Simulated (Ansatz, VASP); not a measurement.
**BN: VASP beside Ansatz**

File INCAR:

```
  ALGO = Normal
  EDIFF = 1E-7
  EDIFFG = -0.01
  ENCUT = 600
  GGA = PE
  IBRION = 2
  ISIF = 3
  ISMEAR = 0
  IVDW = 12
  LASPH = T
  LCHARG = F
  LREAL = F
  LWAVE = F
  NELM = 100
  NSW = 100
  PREC = Accurate
  SIGMA = 0.05
```

Contents of KPOINTS:

```
k-points
0
Gamma
  12 12 4
```

File POSCAR:

```
BN
1.0
    2.5064380638      0.0000000000      0.0000000000
   -1.2532190319      2.1706390363      0.0000000000
    0.0000000000      0.0000000000      6.6168480153
B N
2 2
Direct
    0.3273258989      0.6606657127      0.2519907997
    0.6606592323      0.3273323794      0.7519907997
    0.3393407677      0.6726676206      0.7480092003
    0.6726741011      0.3393342873      0.2480092003
```

Input for Ansatz:

```yaml
crystal:
  lattice:
    - [2.5064380638, 0.0, 0.0]
    - [-1.2532190319, 2.1706390363, 0.0]
    - [0.0, 0.0, 6.6168480153]
  atoms:
    - { symbol: B, position: [0.3273258989, 0.6606657127, 0.2519907997] }
    - { symbol: B, position: [0.6606592323, 0.3273323794, 0.7519907997] }
    - { symbol: "N", position: [0.3393407677, 0.6726676206, 0.7480092003] }
    - { symbol: "N", position: [0.6726741011, 0.3393342873, 0.2480092003] }
basis:
  ecutwfc: 420
kpoints:
  mp_grid: { grid: [12, 12, 4] }
hamiltonian:
  xc: pbe
  dispersion: d3bj
scf:
  occupations: { method: gaussian, width: 0.05 }
output:
  forces: true
  stress: true
  eigenvalues: true
relax:
  adjacent_minimum: "off"
  f_tol: 0.01
  max_steps: 80
  cell: { stress_tol: 0.1 }
```

Change from the starting cell: all B atoms moved 0.04 Å in one direction; relaxed back.

Alike in both runs: task relaxation of cell and atoms; functional PBE; dispersion D3(BJ); k mesh 12 × 12 × 4; occupations gaussian, width 0.05 eV; no spin polarisation.

|  | VASP | Ansatz |
| --- | --- | --- |
| version | VASP 6.6.1 | Ansatz 0.2.0 |
| potentials or method | VASP PAW PBE potentials, release 64 (B, N), cutoff 600 eV | scalar-relativistic, plane waves, PAW |
| valence electrons in the cell | 16 | 16 |

```tsv
	VASP	Ansatz	Ansatz less VASP
gap on the k mesh at the Fermi level, each at its own relaxed structure (eV)	4.24	4.27	+0.025
relaxed volume (Å³/atom)	8.92	8.98	+0.062
relaxed cell length with the largest relative difference (Å)	6.557	6.603	+0.0455
```

Ansatz's warnings: structure snapped to symmetry.
